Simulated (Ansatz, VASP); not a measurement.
## One calculation of Te2Pt, two programs

```
Te Pt
1.0
     4.07141    0.00000    0.00000
    -2.03571    3.52595    0.00000
     0.00000    0.00000   62.00699
Te Pt
8 4
Direct
  0.66667 0.33333 0.34667
  0.33333 0.66667 0.39080
  0.66667 0.33333 0.43398
  0.33333 0.66667 0.47820
  0.66667 0.33333 0.52180
  0.33333 0.66667 0.56602
  0.66667 0.33333 0.60920
  0.33333 0.66667 0.65333
  0.00000 0.00000 0.36899
  0.00000 0.00000 0.45604
  0.00000 0.00000 0.54396
  0.00000 0.00000 0.63101
```

Alike in both runs: functional PBE; k mesh 12 × 12 × 1; occupations gaussian, width 0.1 eV; no spin polarisation.

Ansatz relaxed the structure, and its values are those at the end. VASP's run is a single point on that final structure, the one shown.

|  | VASP | Ansatz |
| --- | --- | --- |
| version | VASP 6.6.1 | Ansatz 0.2.0 |
| potentials or method | VASP PAW PBE potentials, release 64 (Te, Pt), cutoff 400 eV | scalar-relativistic, plane waves, PAW |
| valence electrons in the cell | 88 | 200 |

```csv
,VASP,Ansatz,Ansatz less VASP
gap on the k mesh at the Fermi level (eV),none,none,-
rms of the force components (eV/Å),0.006,0.001,-0.0056
"work function, face that differs most (eV)",4.39,4.37,-0.014
```

A gap of «none» marks a metal or a gap that the smearing closes. VASP's potentials hold 88 valence electrons a cell and Ansatz's 200, so a difference there can come from the potentials and not from the codes. Ansatz's warnings: xc potential rough in thin density.

Neither program's run includes spin-orbit coupling.
